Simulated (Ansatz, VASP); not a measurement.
**Rh in VASP and in Ansatz**

```
CELL_PARAMETERS angstrom
0.00000 2.76835 2.76835
2.76835 0.00000 2.76835
2.76835 2.76835 0.00000
ATOMIC_POSITIONS crystal
Rh 0.12500 0.12500 0.12500
Rh 0.87500 0.87500 0.87500
```

Alike in both runs: task single point; functional r2SCAN; k mesh 11 × 11 × 11; occupations fermi-dirac, width 0.1 eV; no spin polarisation.

|  | VASP | Ansatz |
| --- | --- | --- |
| version | VASP 6.6.1 | Ansatz 0.2.0 |
| potentials or method | VASP PAW PBE potentials, release 64 (Rh_pv), cutoff 520 eV | plane waves (500 eV) with PAW, scalar-relativistic |
| valence electrons in the cell | 30 | 34 |

|  | VASP | Ansatz | Ansatz less VASP |
| --- | --- | --- | --- |
| pressure (GPa) | -4.7 | -5.2 | -0.51 |

VASP's potentials were made for PBE, not for r2SCAN. With one functional, cell and mesh, what is left measures potentials, basis and numerics. VASP's potentials hold 30 valence electrons a cell and Ansatz's 34, so a difference there can come from the potentials and not from the codes.
